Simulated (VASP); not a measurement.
Sn:

```
Sn
1.0
     0.00000    3.32500    3.32500
     3.32500    0.00000    3.32500
     3.32500    3.32500    0.00000
Sn
2
Direct
  0.00000 0.00000 0.00000
  0.25000 0.25000 0.25000
```

This isn't the form of Sn at room conditions, which is tetragonal (white tin).

Base run:

| Item | Value |
| --- | --- |
| Program | VASP 6.6.1 |
| Functional | PBE |
| Potentials or basis | VASP PAW PBE potentials, release 64 (Sn_d) |
| Cutoff | 520 eV |
| k mesh | 6 × 6 × 6 |
| Occupations | fermi-dirac, width 0.02 eV |
| Spin | no spin polarisation |

Its results: band gap on the k mesh zero (bands 14 and 15 overlap by 0.23 eV); pressure 0.1 GPa.

Q: The run is repeated on the same cell with these changes: functional from PBE to r2SCAN; further incar settings from ALGO = Normal; EDIFF = 1e-07; NBANDS = 21 to ALGO = Normal; EDIFF = 1e-06; NBANDS = 21. What comes out?

A: Band gap on the k mesh zero (bands 14 and 15 overlap by 0.02 eV); pressure -1.4 GPa.

Caveats: spin-orbit coupling is left out, which moves the levels of the heavy elements; the PAW data sets were made with another functional, which shifts forces and pressure a little (at least some runs).
